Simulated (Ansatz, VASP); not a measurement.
# Two plane-wave programs on SnTe

```
Sn Te
1.0
     0.00000    3.01348    3.01348
     3.01348    0.00000    3.01348
     3.01348    3.01348    0.00000
Sn Te
1 1
Direct
  0.00000 0.00000 0.00000
  0.25000 0.25000 0.25000
```

Change from the starting cell: volume scaled by 0.64, PAW files.

Alike in both runs: task single point; functional LDA; k mesh 12 × 12 × 12; occupations fermi-dirac, width 0.1 eV; no spin polarisation.

|  | VASP | Ansatz |
| --- | --- | --- |
| version | VASP 6.6.1 | Ansatz 0.2.0 |
| potentials or method | VASP PAW LDA potentials, release 64 (Sn_d, Te) | PAW with Ansatz's default frozen-core files, scalar-relativistic |
| plane-wave cutoff (eV) | 520 | 420 |
| valence electrons in the cell | 20 | 30 |

|  | VASP | Ansatz | Ansatz less VASP |
| --- | --- | --- | --- |
| pressure (GPa) | 30.8 | 30.7 | -0.12 |

LDA's correlation is that of Perdew and Zunger in VASP and of Perdew and Wang (1992) in Ansatz. Both programs put the cell under a high pressure, so it lies far from rest at this level. VASP's potentials hold 20 valence electrons a cell and Ansatz's 30, so a difference there can come from the potentials and not from the codes.

Neither program's run includes spin-orbit coupling.
